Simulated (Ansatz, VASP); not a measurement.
**LiH: VASP beside Ansatz**

```
Li H
1.0
     0.00000    1.94290    1.94290
     1.94290    0.00000    1.94290
     1.94290    1.94290    0.00000
Li H
1 1
Direct
  0.00000 0.00000 0.00000
  0.50000 0.50000 0.50000
```

Change from the starting cell: hydrostatic strain -3.0%.

Alike in both runs: task single point; functional HSE06; k mesh 8 × 8 × 8; no spin polarisation.

|  | VASP | Ansatz |
| --- | --- | --- |
| version | VASP 6.6.1 | Ansatz 0.2.0 |
| potentials or method | VASP PAW PBE potentials, release 64 (Li_sv, H) | plane waves, PAW |
| plane-wave cutoff (eV) | 520 | 420 |
| occupations | gaussian, width 0.01 eV | fixed |
| valence electrons in the cell | 4 | 4 |

```csv
,VASP,Ansatz,Ansatz less VASP
gap on the k mesh at the Fermi level (eV),3.91,3.91,+0.001
```

Ansatz's warnings: stress exchange threshold loose, stress scf threshold loose.

Noted on VASP's run: the cutoff is under 1.25 times that of the potentials, so the pressure is a little rough.
